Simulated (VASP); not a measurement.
Input of a VASP 6.6.1 run:

INCAR

```
SYSTEM = Zr
PREC = Accurate
ENCUT = 520
EDIFF = 1E-8
ISMEAR = -1
SIGMA = 0.08
LREAL = .False.
LASPH = .True.
NELM = 100
ALGO = Normal
ISIF = 2
LWAVE = .False.
LCHARG = .False.
GGA = PS
LEFG = .True.
NBANDS = 19
```

File KPOINTS:

```
regular mesh
0
Gamma
  13 13 7
  0 0 0
```

POSCAR

```
Zr
1.0
    3.2953868297      0.0000000000      0.0000000000
   -1.6476934148      2.8538887098      0.0000000000
    0.0000000000      0.0000000000      5.2479471970
Zr
2
Direct
    0.3333333333      0.6666666667      0.2500000000
    0.6666666667      0.3333333333      0.7500000000
```

Potentials or basis: VASP PAW PBE potentials, release 64 (Zr_sv).

Launch:

```console
$ cat potpaw_PBE.64/Zr_sv/POTCAR > POTCAR
$ mpirun -np 1 vasp_std > vasp.out
```

Problem. What does it give for the band gap on the k mesh?

Solution. Zero (bands 12 and 13 overlap by 1.10 eV).

Problem. Predict the pressure.

Solution. -7.9 GPa.

Stress tensor (GPa, compression positive):
```
-7.96  0.00  0.00
 0.00 -7.96  0.00
 0.00  0.00 -7.72
```

Caveat: the cell stands under tension; without QUAD_EFG the Cq values of the log hold for a quadrupole moment of 1 mb, not for the nuclei; the PAW data sets were made with another functional, which shifts forces and pressure a little.
